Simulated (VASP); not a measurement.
CaSe:

```
Ca Se
1.0
     0.00000    2.96753    2.96753
     2.96753    0.00000    2.96753
     2.96753    2.96753    0.00000
Ca Se
1 1
Direct
  0.00000 0.00000 0.00000
  0.50000 0.50000 0.50000
```

Program: VASP 6.6.1. Alike in all runs: task single point; no spin polarisation; cell as given.

Order these runs on this cell by their band gap on the k mesh, lowest first.
A. level LDA; potentials or basis VASP PAW LDA potentials, release 64 (Ca_sv, Se); k mesh 4 × 4 × 4; cutoff (eV) 500; smearing gaussian 0.01 eV
B. level PBE; potentials or basis VASP PAW PBE potentials, release 64 (Ca_sv, Se); k mesh 4 × 4 × 4; cutoff (eV) 500; smearing gaussian 0.01 eV
C. level r2SCAN; potentials or basis VASP PAW PBE potentials, release 64 (Ca_sv, Se); k mesh 6 × 6 × 6; cutoff (eV) 550; smearing gaussian 0.001 eV

A (1.87 eV), B (2.04 eV), C (2.52 eV).

Caveats: some runs use coarse meshes.

A k mesh can miss the band edges.
